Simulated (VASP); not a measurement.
CuO:

```
Cu O
1.0
     1.99097   -2.15355    0.00000
     1.99097    2.15355    0.00000
     0.00000    0.00000    5.15593
Cu O
2 2
Direct
  0.00000 0.50000 0.00000
  0.50000 0.00000 0.50000
  0.50000 0.50000 0.25000
  0.50000 0.50000 0.75000
```

Base run:

| Item | Value |
| --- | --- |
| Program | VASP 6.6.1 |
| Functional | r2SCAN |
| Potentials or basis | VASP PAW PBE potentials, release 64 (Cu, O) |
| Cutoff | 520 eV |
| k mesh | 6 × 6 × 4 |
| Occupations | gaussian, width 0.1 eV |
| Spin | collinear spin, ferromagnetic start |
| Starting moments | [0.69, 0.69, 0.36, 0.36] μB |

Its results: band gap on the k mesh zero (filled and empty bands overlap); pressure -4.0 GPa; net moment 0.00 μB per cell.

Task: After a change of settings the same cell gave: band gap on the k mesh zero (filled and empty bands overlap); pressure -0.4 GPa; net moment 0.00 μB per cell. Which change was it?
A. k mesh from 6 × 6 × 4 to 2 × 2 × 2
B. k mesh from 6 × 6 × 4 to 4 × 4 × 4; further incar settings from ALGO = Normal; EDIFF = 1e-06; NBANDS = 29 to ALGO = Normal; EDIFF = 1e-07; NBANDS = 29
C. k mesh from 6 × 6 × 4 to 7 × 7 × 4; occupations from gaussian, width 0.1 eV to gaussian, width 0.01 eV
D. k mesh from 6 × 6 × 4 to 4 × 4 × 2; further incar settings from ALGO = Normal; EDIFF = 1e-06; NBANDS = 29 to ALGO = Normal; EDIFF = 1e-07; NBANDS = 29

Result: A.

Caveats: some runs use coarse meshes; the PAW data sets were made with another functional, which shifts forces and pressure a little; semilocal functionals often make such compounds metallic where correlation or magnetic order opens a gap, which also shifts bond lengths; the cell stands under tension (at least some runs).
